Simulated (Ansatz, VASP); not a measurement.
**Pb2O in VASP and in Ansatz**

```
CELL_PARAMETERS angstrom
5.38000 0.00000 0.00000
0.00000 5.38000 0.00000
0.00000 0.00000 5.38000
ATOMIC_POSITIONS crystal
Pb 0.25000 0.25000 0.25000
Pb 0.75000 0.75000 0.25000
Pb 0.25000 0.75000 0.75000
Pb 0.75000 0.25000 0.75000
O 0.00000 0.00000 0.00000
O 0.50000 0.50000 0.50000
```

Alike in both runs: functional PBEsol; k mesh 8 × 8 × 8; occupations gaussian, width 0.1 eV; no spin polarisation.

Ansatz relaxed the structure, and its values are those at the end. VASP's run is a single point on that final structure, the one shown.

|  | VASP | Ansatz |
| --- | --- | --- |
| version | VASP 6.6.1 | Ansatz 0.2.0 |
| potentials or method | VASP PAW PBE potentials, release 64 (Pb_d, O), cutoff 520 eV | scalar-relativistic, plane waves, PAW |
| valence electrons in the cell | 68 | 68 |

|  | VASP | Ansatz | Ansatz less VASP |
| --- | --- | --- | --- |
| gap on the k mesh at the Fermi level (eV) | none | none | - |
| pressure (GPa) | 0.0 | 0.0 | 0.00 |

VASP's potentials were made for PBE, not for PBEsol. A gap of «none» marks a metal or a gap that the smearing closes. The functional is the same, so the differences come from potentials, cutoffs and numerics.

Spin-orbit coupling is off throughout.
